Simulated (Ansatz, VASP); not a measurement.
## Hf2C5: VASP beside Ansatz

```
Hf C
1.0
     3.44762   -3.40485   -0.00073
     3.44762    3.40485   -0.00073
    -1.06568    0.00000    3.16603
Hf C
2 5
Direct
  0.25070 0.25070 0.74003
  0.74930 0.74930 0.25997
  0.00000 0.00000 0.00000
  0.76267 0.37304 0.68934
  0.62696 0.23733 0.31066
  0.23733 0.62696 0.31066
  0.37304 0.76267 0.68934
```

Change from the starting cell: species swapped into the Rb2Te5 type (C2/m, No. 12).

Alike in both runs: functional PBE; k mesh 8 × 8 × 10; occupations gaussian, width 0.1 eV; no spin polarisation.

Ansatz relaxed the structure, and its values are those at the end. VASP's run is a single point on that final structure, the one shown.

|  | VASP | Ansatz |
| --- | --- | --- |
| version | VASP 6.6.1 | Ansatz 0.2.0 |
| potentials or method | VASP PAW PBE potentials, release 64 (Hf_pv, C), cutoff 520 eV | scalar-relativistic, plane waves, PAW |
| valence electrons in the cell | 40 | 72 |

VASP gave:

* gap on the k mesh at the Fermi level (eV): none
* pressure (GPa): -0.8
* rms of the force components (eV/Å): 0.050

Estimate Ansatz's values.

gap on the k mesh at the Fermi level (eV): none; pressure (GPa): 0.0; rms of the force components (eV/Å): 0.001.

A gap of «none» marks a metal or a gap that the smearing closes. With one functional, cell and mesh, what is left measures potentials, basis and numerics. VASP's potentials hold 40 valence electrons a cell and Ansatz's 72, so a difference there can come from the potentials and not from the codes.

Neither program's run includes spin-orbit coupling.
